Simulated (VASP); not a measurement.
Set up this calculation in VASP 6.6.1, as the native input.

```yaml
Task: single point
Functional: PBE
Potentials_or_basis: VASP PAW PBE potentials, release 64 (Mn_pv, O)
Cutoff: 520 eV
k_mesh: 21 × 21 × 21
Occupations: fermi-dirac, width 0.0612256 eV
Spin: no spin polarisation
Dipole_correction: no
Further_INCAR_settings: ALGO = Normal; EDIFF = 1e-06; NBANDS = 20
```

The structure of MnO2 (fluorite type) lies in POSCAR:

```
MnO2
1.0
    0.0000000000      2.3551999737      2.3551999737
    2.3551999737      0.0000000000      2.3551999737
    2.3551999737      2.3551999737      0.0000000000
Mn O
1 2
Direct
    0.0000000000      0.0000000000      0.0000000000
    0.2500000000      0.2500000000      0.2500000000
    0.7500000000      0.7500000000      0.7500000000
```

These files were run (other wordings do the same):

INCAR

```
SYSTEM = MnO2
  ALGO = Normal
  EDIFF = 1E-6
  ENCUT = 520
  GGA = PE
  ISIF = 2
  ISMEAR = -1
  LASPH = .TRUE.
  LCHARG = .FALSE.
  LREAL = .FALSE.
  LWAVE = .FALSE.
  NBANDS = 20
  NELM = 60
  PREC = Accurate
  SIGMA = 0.06122561905347299
```

KPOINTS

```
k-points
0
G
  21 21 21
  0 0 0
```

Potentials or basis: VASP PAW PBE potentials, release 64 (Mn_pv, O).

Command:

```sh
$ cat potpaw_PBE.64/Mn_pv/POTCAR potpaw_PBE.64/O/POTCAR > POTCAR
$ mpirun -np 1 vasp_std > vasp.out
```

Results of the run:

```
Pressure : -13.3 GPa
```

Caveat: an odd number of electrons without spin polarisation forces a metal; a magnetic or distorted state may lie lower; the run has no spin polarisation, though such a crystal can be magnetic.

Run time: 2 min on 1 thread of AMD EPYC 9R45 96-Core Processor (Zen 5) (shared host), peak memory 0.23 GiB.
